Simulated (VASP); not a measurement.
# Cl (Cmce) in VASP: dielectric tensor with PBE

Aim: the dielectric tensor of Cl with PBE.

All numbers are computed with VASP 6.6.1; they aren't measurements. Logs are shortened: lines on timing, memory, paths and dates and some standing lists are left out, and cuts for length are marked.

## 1. The cell of the first run

Symmetry: Cmce, No. 64, orthorhombic system. The conventional cell has a = 6.250 Å, b = 4.014 Å, c = 8.147 Å, α = 90.00°, β = 90.00°, γ = 90.00°. Within 2.7 Å of Cl (site symmetry m) lie 1 Cl at 2.02 Å.

## 2. Dielectric tensor, PBE

Input file INCAR:

```
  ALGO = Normal
  EDIFF = 1E-8
  ENCUT = 520
  GGA = PE
  ISIF = 2
  ISMEAR = 0
  LASPH = True
  LCHARG = False
  LEPSILON = True
  LREAL = False
  LWAVE = False
  NELM = 60
  PREC = Accurate
  SIGMA = 0.01
```

Input file KPOINTS:

```
k-points
0
Gamma
  6 6 4
```

Input file POSCAR:

```
Cl
1.0
    3.1252370394     -2.0072451632      0.0000000000
    3.1252370394      2.0072451632      0.0000000000
    0.0000000000      0.0000000000      8.1465600009
Cl
4
Direct
    0.8756350364      0.1243649636      0.6074783301
    0.1243649636      0.8756350364      0.3925216699
    0.6243649636      0.3756350364      0.1074783301
    0.3756350364      0.6243649636      0.8925216699
```

Potentials or basis: VASP PAW PBE potentials, release 64 (Cl).

Started as:

```
$ cat potpaw_PBE.64/Cl/POTCAR > POTCAR
$ mpirun -np 1 vasp_std > vasp.out
```

OUTCAR:

```text
EDIFF = 1E-8
   ENCUT = 520
   GGA = PE
   ISIF = 2
   ISMEAR = 0
   LASPH = True
   LEPSILON = True
   LREAL = False
   NELM = 60
   PREC = Accurate

 ion  position               nearest neighbor table
   1  0.876  0.124  0.607-   2 2.02
   2  0.124  0.876  0.393-   1 2.02
   3  0.624  0.376  0.107-   4 2.02
   4  0.376  0.624  0.893-   3 2.02

  LATTYP: Found a base centered orthorhombic cell.
 ALAT       =     4.0144903264
 B/A-ratio  =     1.5569782390
 C/A-ratio  =     2.0292887362

  Lattice vectors:

 A1 = (  -3.1252370394,  -2.0072451632,   0.0000000000)
 A2 = (   3.1252370394,  -2.0072451632,   0.0000000000)
 A3 = (   0.0000000000,   0.0000000000,   8.1465600009)

Analysis of symmetry for initial positions (statically):
=====================================================================
 Subroutine PRICEL returns:
 Original cell was already a primitive cell.

 Routine SETGRP: Setting up the symmetry group for a
 base centered orthorhombic supercell.

 Subroutine GETGRP returns: Found  8 space group operations
 (whereof  4 operations were pure point group operations)
 out of a pool of  8 trial point group operations.

The static configuration has the point symmetry C_2h.
 The point group associated with its full space group is D_2h.

Analysis of symmetry for dynamics (positions and initial velocities):
=====================================================================
 Subroutine PRICEL returns:
 Original cell was already a primitive cell.

 Routine SETGRP: Setting up the symmetry group for a
 base centered orthorhombic supercell.

 Subroutine GETGRP returns: Found  8 space group operations
 (whereof  4 operations were pure point group operations)
 out of a pool of  8 trial point group operations.

The dynamic configuration has the point symmetry C_2h.
 The point group associated with its full space group is D_2h.

 Subroutine INISYM returns: Found  8 space group operations
 (whereof  4 operations are pure point group operations),
 and found     1 'primitive' translations

----------------------------------------------------------------------------------------

                                     Primitive cell

  volume of cell :     102.2086

  direct lattice vectors                    reciprocal lattice vectors
     3.125237039 -2.007245163  0.000000000     0.159987865 -0.249097624  0.000000000
     3.125237039  2.007245163  0.000000000     0.159987865  0.249097624  0.000000000
     0.000000000  0.000000000  8.146560001     0.000000000  0.000000000  0.122751198

  length of vectors
     3.714315509  3.714315509  8.146560001     0.296050237  0.296050237  0.122751198

  position of ions in fractional coordinates (direct lattice)
     0.875635036  0.124364964  0.607478330
     0.124364964  0.875635036  0.392521670
     0.624364964  0.375635036  0.107478330
     0.375635036  0.624364964  0.892521670

  ion indices of the primitive-cell ions
   primitive index   ion index
                 1           1
                 2           2
                 3           3
                 4           4

----------------------------------------------------------------------------------------

 KPOINTS: k-points

Automatic generation of k-mesh.
 Grid dimensions read from file:
 generate k-points for:    6    6    4

 Generating k-lattice:

  Cartesian coordinates                     Fractional coordinates (reciprocal lattice)
     0.026664644 -0.041516271  0.000000000     0.166666667  0.000000000  0.000000000
     0.026664644  0.041516271  0.000000000     0.000000000  0.166666667  0.000000000
[... 85 lines left out ...]
   AEXX    =    0.0000 exact exchange contribution
   IVDW    =     0    specifies the selected vdW correction
   LEPSILON=     T    determine dielectric tensor
   LRPA    =     F    only Hartree local field effects (RPA)
 non-spin polarized calculation
 Gauss-broadening in eV      SIGMA  =   0.01
  energy-cutoff  :      520.00
  volume of cell :      102.21
 maximum number of plane-waves:      2786
   NGX = 13   NGY = 13   NGZ = 31

--------------------------------------- Ionic step        1  -------------------------------------------

 number of electron      28.0000005 magnetization

 E-fermi :   0.5855     XC(G=0):  -8.3358

 val. band max:        0.4679776820   @ k =   0.0000   0.0000   0.0000
 cond. band min:       2.7170386050   @ k =   0.0000   0.0000   0.0000
 fundamental gap:      2.2490609230
 Fermi energy:         0.5855053440

 k-point     1 :       0.0000    0.0000    0.0000
  band No.  band energies     occupation
      1     -16.4603      2.00000
      2     -16.1081      2.00000
      3     -12.6448      2.00000
      4     -11.6554      2.00000
      5      -5.3780      2.00000
      6      -3.8963      2.00000
[... 481 lines left out ...]
      5      -4.9986      2.00000
      6      -4.3657      2.00000
[... 10 lines left out ...]
     17       9.1741      0.00000
     18       9.6586      0.00000

 [... further k-points ...]

  FORCE on cell =-STRESS in cart. coord.  units (eV):
  Direction    XX          YY          ZZ          XY          YZ          ZX
  --------------------------------------------------------------------------------------
  -------------------------------------------------------------------------------------
  Total        1.4033941      1.1518176      0.9312900      0.0000000     -0.0000000      0.0000000
  in kB       21.9989825     18.0553801     14.5984874      0.0000000     -0.0000000      0.0000000
  external PRESSURE =      18.2176167 kB  Pullay stress =       0.0000000 kB

 VOLUME and BASIS-vectors are now :
 -----------------------------------------------------------------------------
  energy-cutoff  :      520.00
  volume of cell :      102.21
      direct lattice vectors                 reciprocal lattice vectors
     3.125237039 -2.007245163  0.000000000     0.159987865 -0.249097624  0.000000000
     3.125237039  2.007245163  0.000000000     0.159987865  0.249097624  0.000000000
     0.000000000  0.000000000  8.146560001     0.000000000  0.000000000  0.122751198

 POSITION                                       TOTAL-FORCE (eV/Angst)
 -----------------------------------------------------------------------------------
      3.12524     -1.50798      4.94886         0.000000     -0.006609      0.038611
      3.12524      1.50798      3.19770         0.000000      0.006609     -0.038611
      3.12524     -0.49926      0.87558         0.000000      0.006609      0.038611
      3.12524      0.49926      7.27098         0.000000     -0.006609     -0.038611
 -----------------------------------------------------------------------------------
    total drift:                                0.000000      0.000000      0.000000

  FREE ENERGIE OF THE ION-ELECTRON SYSTEM (eV)
  ---------------------------------------------------
  free  energy   TOTEN  =        -7.2390354910 eV

  energy  without entropy=       -7.2390354910  energy(sigma->0) =       -7.23903549

 HEAD OF MICROSCOPIC STATIC DIELECTRIC TENSOR (INDEPENDENT PARTICLE, excluding Hartree and local field effects)
 ------------------------------------------------------
           2.699496     0.000000     0.000000
           0.000000     4.385408    -0.000000
           0.000000    -0.000000     6.921896
 ------------------------------------------------------

 Free energy of the ion-electron system (eV)
  ---------------------------------------------------
  ---------------------------------------------------
  free energy    TOTEN  =        -0.44200105 eV

  energy without entropy =       -0.44200105

------------------------ aborting loop because EDIFF is reached ----------------------------------------

--------------------------------------- Ionic step        2  -------------------------------------------

------------------------ aborting loop because EDIFF is reached ----------------------------------------

--------------------------------------- Ionic step        3  -------------------------------------------

 Free energy of the ion-electron system (eV)
  ---------------------------------------------------
  ---------------------------------------------------
  free energy    TOTEN  =        -1.55450263 eV

  energy without entropy =       -1.55450263

------------------------ aborting loop because EDIFF is reached ----------------------------------------

 PIEZOELECTRIC TENSOR FIELD DIRECTION 3  (e Angst)
 -----------------------------------------------------------------------------
    -0.00003  0.00000  0.00000           (  0.00000  0.00000  0.00000)
     0.00000  0.00365  0.00000           (  0.00000  0.00000  0.00000)
     0.00000  0.00000 -0.00106           (  0.00000  0.00000  0.00000)

 PIEZOELECTRIC TENSOR FIELD DIRECTION 3  (C/m^2)
 -----------------------------------------------------------------------------
    -0.00000  0.00000  0.00000
     0.00000  0.00057  0.00000
     0.00000  0.00000 -0.00017

 MACROSCOPIC STATIC DIELECTRIC TENSOR (including local field effects in DFT)
 ------------------------------------------------------
           2.395166     0.000000     0.000000
           0.000000     3.643010     0.000000
           0.000000     0.000000     6.108375
 ------------------------------------------------------

 PIEZOELECTRIC TENSOR (including local field effects)  for field in x, y, z        (e  Angst)
          XX          YY          ZZ          XY          YZ          ZX
  --------------------------------------------------------------------------------
  x     0.00000     0.00000     0.00000     0.00000     0.00000     0.00000
  y     0.00000     0.00000     0.00000     0.00000     0.00000     0.00000
  z     0.00000     0.00000     0.00000     0.00000     0.00000     0.00000

 PIEZOELECTRIC TENSOR (including local field effects)  for field in x, y, z        (C/m^2)
          XX          YY          ZZ          XY          YZ          ZX
  --------------------------------------------------------------------------------
  x     0.00000     0.00000     0.00000     0.00000     0.00000     0.00000
  y     0.00000     0.00000     0.00000     0.00000     0.00000     0.00000
  z     0.00000     0.00000     0.00000     0.00000     0.00000     0.00000

 BORN EFFECTIVE CHARGES (including local field effects) (in |e|, cummulative output)
 ---------------------------------------------------------------------------------
 ion    1
    1     0.00000     0.00000     0.00000
    2     0.00000     0.00000     0.43899
    3     0.00000     0.68605     0.00000
 ion    2
    1     0.00000     0.00000     0.00000
    2     0.00000     0.00000     0.43899
    3     0.00000     0.68605     0.00000
 ion    3
    1     0.00000     0.00000     0.00000
    2     0.00000     0.00000    -0.43899
    3     0.00000    -0.68605     0.00000
 ion    4
    1     0.00000     0.00000     0.00000
    2     0.00000     0.00000    -0.43899
    3     0.00000    -0.68605     0.00000
```

Run time: 11 min. Hardware: 1 thread of Oxide Virtual Turin-like, shared host; peak memory 0.31 GiB.

Results:

```
Band gap on the k mesh                  : 2.25 eV
Electronic dielectric tensor (diagonal) : 2.40, 3.64, 6.11
Born charges (mean of the diagonal)     : Cl +0.00 e
```

Levels at points of the mesh, in eV from the valence-band top:
```csv
k point,band 11,band 12,band 13,band 14,band 15,band 16,band 17,band 18
"(0.00, 0.00, 0.00)",-0.97,-0.44,-0.11,0.00,2.25,3.22,7.06,7.21
"(0.50, 0.00, 0.00)",-0.99,-0.99,-0.31,-0.31,2.99,2.99,8.03,8.03
"(0.50, 0.50, 0.00)",-1.61,-1.21,-0.51,-0.27,2.33,2.97,8.29,8.32
"(0.00, 0.00, 0.50)",-0.86,-0.86,-0.05,-0.05,2.67,2.67,7.44,7.44
"(0.50, 0.00, 0.50)",-0.70,-0.70,-0.08,-0.08,2.66,2.66,8.33,8.33
"(0.50, 0.50, 0.50)",-0.99,-0.99,-0.90,-0.90,2.59,2.59,8.91,8.91
```

Electronic dielectric tensor:
```
2.40 0.00 0.00
0.00 3.64 0.00
0.00 0.00 6.11
```

Born effective charge tensors (e):
atom 1, Cl
```
0.00 0.00 0.00
0.00 0.00 0.44
0.00 0.69 0.00
```
atom 2, Cl
```
0.00 0.00 0.00
0.00 0.00 0.44
0.00 0.69 0.00
```
atom 3, Cl
```
 0.00  0.00  0.00
 0.00  0.00 -0.44
 0.00 -0.69  0.00
```
atom 4, Cl
```
 0.00  0.00  0.00
 0.00  0.00 -0.44
 0.00 -0.69  0.00
```

Caveat: this functional lacks dispersion, which holds the molecules together, so the pressure and a relaxed volume are unreliable. A k mesh can miss the band edges.
